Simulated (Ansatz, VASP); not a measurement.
CuO: VASP beside Ansatz

Contents of INCAR:

```
SYSTEM = CuO
ALGO = Normal ; EDIFF = 1E-6
ENCUT = 700 ; GGA = PE
GGA_COMPAT = .False. ; ISIF = 2
ISMEAR = 0 ; ISPIN = 2
LASPH = .True. ; LCHARG = .False.
LDAU = .True. ; LDAUJ = 0 0
LDAUL = 2 -1 ; LDAUPRINT = 1
LDAUTYPE = 2 ; LDAUU = 6 0
LMAXMIX = 4 ; LORBIT = 11
LREAL = .False. ; LWAVE = .False.
MAGMOM = 0.48 0 ; NBANDS = 24
NELM = 200 ; PREC = Accurate
SIGMA = 0.05
```

File KPOINTS:

```
k-points
0
Gamma
  7 7 7
  0 0 0
```

The input POSCAR:

```
CuO
1.0
    2.5525506100      0.0000000000      0.0000000000
    0.0000000000      2.5525506100      0.0000000000
    0.0000000000      0.0000000000      2.5525506100
Cu O
1 1
Direct
    0.0000000000      0.0000000000      0.0000000000
    0.5000000000      0.5000000000      0.5000000000
```

Contents of input.yaml:

```yaml
crystal:
  lattice:
    - [2.55255061, 0.0, 0.0]
    - [0.0, 2.55255061, 0.0]
    - [0.0, 0.0, 2.55255061]
  atoms:
    - { symbol: Cu, position: [0.0, 0.0, 0.0], spin: 0.48 }
    - { symbol: O, position: [0.5, 0.5, 0.5] }
hamiltonian:
  xc: pbe
  pseudopotentials: { kind: paw }
  hubbard: { sites: [{ species: Cu, l: d, u_eff: 6.0 }] }
magnetization:
  spin_polarized: true
kpoints:
  mp_grid: { grid: [7, 7, 7] }
scf:
  occupations: { method: gaussian, width: 0.05 }
output:
  forces: true
  stress: true
  eigenvalues: true
```

Alike in both runs: task single point; functional PBE; k mesh 7 × 7 × 7; occupations gaussian, width 0.05 eV; collinear spin; Hubbard terms Cu d U = 6.0 eV.

|  | VASP | Ansatz |
| --- | --- | --- |
| version | VASP 6.6.1 | Ansatz 0.2.0 |
| potentials or method | VASP PAW PBE potentials, release 64 (Cu_sv_GW, O) | Ansatz PAW |
| plane-wave cutoff (eV) | 700 | 420 |
| valence electrons in the cell | 25 | 25 |

Ansatz gave:

| Item | Value |
| --- | --- |
| gap on the k mesh at the Fermi level (eV) | none |
| net moment per atom (μB) | 0.50 |
| size of the moment on the site where the two differ most (μB) | 0.68 |

Task: What did VASP give for the same quantities?

Result: gap on the k mesh at the Fermi level (eV): none; net moment per atom (μB): 0.50; size of the moment on the site where the two differ most (μB): 0.55.

Site moments also hang on the region over which each program counts them. The programs project onto different local orbitals, so the same U acts differently, and such runs can settle in different states. A gap of «none» marks a metal or a gap that the smearing closes.

Noted on Ansatz's run: the magnetic or orbital state may not be the lowest.
